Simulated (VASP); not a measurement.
Set up this calculation in VASP 6.6.1, as the native input.

```yaml
Task: single point
Functional: PBEsol
Potentials_or_basis: VASP PAW PBE potentials, release 64 (Mo_sv, Si)
Cutoff: 520 eV
k_mesh: 12 × 12 × 12
Occupations: fermi-dirac, width 0.05 eV
Spin: no spin polarisation
Dipole_correction: no
Further_INCAR_settings: ALGO = Normal; EDIFF = 1e-06; NBANDS = 18
```

The structure of Si2Mo lies in POSCAR:

```
Si2Mo
1.0
   -1.5715830046      1.5715830046      3.8643009893
    1.5715830046     -1.5715830046      3.8643009893
    1.5715830046      1.5715830046     -3.8643009893
Mo Si
1 2
Direct
    0.0000000000      0.0000000000      0.0000000000
    0.6655801498      0.6655801498      0.0000000000
    0.3344198502      0.3344198502      0.0000000000
```

One way to write it, as run:

INCAR

```
PREC = Accurate ; ENCUT = 520
EDIFF = 1E-6 ; ISMEAR = -1
SIGMA = 0.05 ; LREAL = F
LASPH = T ; NELM = 100
ALGO = Normal ; ISIF = 2
LWAVE = F ; LCHARG = F
GGA = PS ; NBANDS = 18
```

KPOINTS

```
regular mesh
0
Gamma
  12 12 12
```

Potentials or basis: VASP PAW PBE potentials, release 64 (Mo_sv, Si).

Launch:

```bash
$ cat potpaw_PBE.64/Mo_sv/POTCAR potpaw_PBE.64/Si/POTCAR > POTCAR
$ mpirun -np 1 vasp_std > vasp.out
```

It gave:

* Pressure: 10.4 GPa
* Band gap on the k mesh: zero (band 11 reaches 13.52 eV, above the bottom of band 12 at 12.53 eV)

Caveat: the PAW data sets were made with another functional, which shifts forces and pressure a little.

Wall time 2.5 min on 1 thread of Intel(R) Xeon(R) 6975P-C (Granite Rapids) (shared host), peak memory 0.27 GiB.
